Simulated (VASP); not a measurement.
Set up this calculation in VASP 6.6.1, as the native input.

- Task: single point
- Functional: LDA
- Potentials or basis: VASP PAW LDA potentials, release 64 (Ti_sv, Al)
- Cutoff: 520 eV
- k mesh: 16 × 16 × 16
- Occupations: gaussian, width 0.15 eV
- Spin: no spin polarisation
- Dipole correction: no
- Further INCAR settings: ALGO = Fast; EDIFF = 1e-07; NBANDS = 14

The structure of TiAl lies in POSCAR:

```
TiAl
1.0
    3.2666375318     -0.5025596203     -0.5025596203
   -0.5025596203      3.2666375318     -0.5025596203
   -0.5025596203     -0.5025596203      3.2666375318
Ti Al
1 1
Direct
    0.0000000000      0.0000000000      0.0000000000
    0.5000000000      0.5000000000      0.5000000000
```

This cell differs from its parent crystal: ratio of the length along [111] to the lengths across it x 0.6, volume and fractional coordinates fixed.

The input as run:

INCAR

```
PREC = Accurate
ENCUT = 520
EDIFF = 1E-7
ISMEAR = 0
SIGMA = 0.15
LREAL = F
LASPH = T
NELM = 80
ALGO = Fast
ISIF = 2
LWAVE = F
LCHARG = T
LELF = T
LVHAR = T
NBANDS = 14
```

KPOINTS

```
regular mesh
0
Gamma
  16 16 16
```

Potentials or basis: VASP PAW LDA potentials, release 64 (Ti_sv, Al).

The run is started by

```sh
$ cat potpaw_LDA.64/Ti_sv/POTCAR potpaw_LDA.64/Al/POTCAR > POTCAR
$ mpirun -np 1 vasp_std > vasp.out
```

Results of the run:

* Pressure: 34.6 GPa
* Band gap on the k mesh: zero (an odd number of electrons rules out a gap without spin polarisation)

Caveat: the cell stands under pressure.

It took 13 min on 1 thread of Intel Xeon 8259CL, with other jobs on the host, peak memory 0.3 GiB.
